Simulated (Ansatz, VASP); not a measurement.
Two plane-wave programs on TePb

```xyz
2
Lattice="0.0000 3.1904 3.1904 3.1904 0.0000 3.1904 3.1904 3.1904 0.0000" Properties=species:S:1:pos:R:3 pbc="T T T"
Pb    0.0000    0.0000    0.0000
Te    3.1904    3.1904    3.1904
```

Alike in both runs: functional LDA; k mesh 8 × 8 × 8; occupations gaussian, width 0.02 eV; no spin polarisation.

Ansatz relaxed the structure, and its values are those at the end. VASP's run is a single point on that final structure, the one shown.

```csv
,VASP,Ansatz
version,VASP 6.6.1,Ansatz 0.2.0
potentials or method,"VASP PAW LDA potentials, release 64 (Pb_d, Te), cutoff 500 eV","scalar-relativistic, plane waves, PAW"
valence electrons in the cell,20,30
```

```tsv
	VASP	Ansatz	Ansatz less VASP
gap on the k mesh at the Fermi level (eV)	0.55	0.58	+0.022
least direct gap on the mesh (eV)	0.55	0.58	+0.022
pressure (GPa)	0.1	0.0	-0.07
```

Ansatz warns that its potentials were made for another functional, while VASP's fit it. LDA's correlation is that of Perdew and Zunger in VASP and of Perdew and Wang (1992) in Ansatz. VASP's potentials hold 20 valence electrons a cell and Ansatz's 30, so a difference there can come from the potentials and not from the codes.

Spin-orbit coupling is off throughout.
